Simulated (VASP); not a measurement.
Sr4Ti4H3NO12, 24 atoms in the cell. The cell holds a slab with vacuum, 24 atoms: a = 5.514 Å, b = 7.798 Å, c = 17.136 Å, α = 90.00°, β = 90.00°, γ = 90.00°. 

* Program: VASP 6.6.1
* Task: single point
* Functional: LDA
* Potentials or basis: VASP PAW LDA potentials, release 64 (Sr_sv, Ti_sv, O, N, H)
* Cutoff: 520 eV
* k mesh: 2 × 2 × 1
* Occupations: gaussian, width 0.05 eV
* Spin: no spin polarisation
* Dipole correction: no
* Further INCAR settings: LREAL = Auto; ALGO = Normal; EDIFF = 1e-06; NBANDS = 102

Potentials or basis: VASP PAW LDA potentials, release 64 (Sr_sv, Ti_sv, O, N, H).

Run with:

```console
$ cat potpaw_LDA.64/Sr_sv/POTCAR potpaw_LDA.64/Ti_sv/POTCAR potpaw_LDA.64/O/POTCAR potpaw_LDA.64/N/POTCAR potpaw_LDA.64/H/POTCAR > POTCAR
$ mpirun -np 1 vasp_std > vasp.out
```

Hardware: 1 thread of Intel(R) Xeon(R) Platinum 8259CL CPU @ 2.50GHz (Skylake/Cascade Lake) (shared host).

Task: How long does it take, and how much memory?

Result: It took 20 min on 1 thread of Intel(R) Xeon(R) Platinum 8259CL CPU @ 2.50GHz (Skylake/Cascade Lake), on a shared host, peak memory 0.67 GiB. Counts: scf iterations 32, k points 4.
